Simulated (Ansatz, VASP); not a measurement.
# TeMo3: VASP beside Ansatz

```
Te Mo
1.0
     4.08482    0.00000    0.00000
     0.00000    4.08482    0.00000
     0.00000    0.00000    4.08482
Te Mo
1 3
Direct
  0.00000 0.00000 0.00000
  0.00000 0.50000 0.50000
  0.50000 0.00000 0.50000
  0.50000 0.50000 0.00000
```

Alike in both runs: functional PBE; k mesh 12 × 12 × 12; occupations gaussian, width 0.1 eV; no spin polarisation.

Ansatz relaxed the structure, and its values are those at the end. VASP's run is a single point on that final structure, the one shown.

|  | VASP | Ansatz |
| --- | --- | --- |
| version | VASP 6.6.1 | Ansatz 0.2.0 |
| potentials or method | VASP PAW PBE potentials, release 64 (Te, Mo_sv), cutoff 500 eV | scalar-relativistic, plane waves, PAW |
| valence electrons in the cell | 48 | 58 |

```csv
,VASP,Ansatz,Ansatz less VASP
gap on the k mesh at the Fermi level (eV),none,none,-
pressure (GPa),0.2,0.0,-0.21
```

A gap of «none» marks a metal or a gap that the smearing closes. The functional is the same, so the differences come from potentials, cutoffs and numerics. VASP's potentials hold 48 valence electrons a cell and Ansatz's 58, so a difference there can come from the potentials and not from the codes.

Spin-orbit coupling is off throughout.
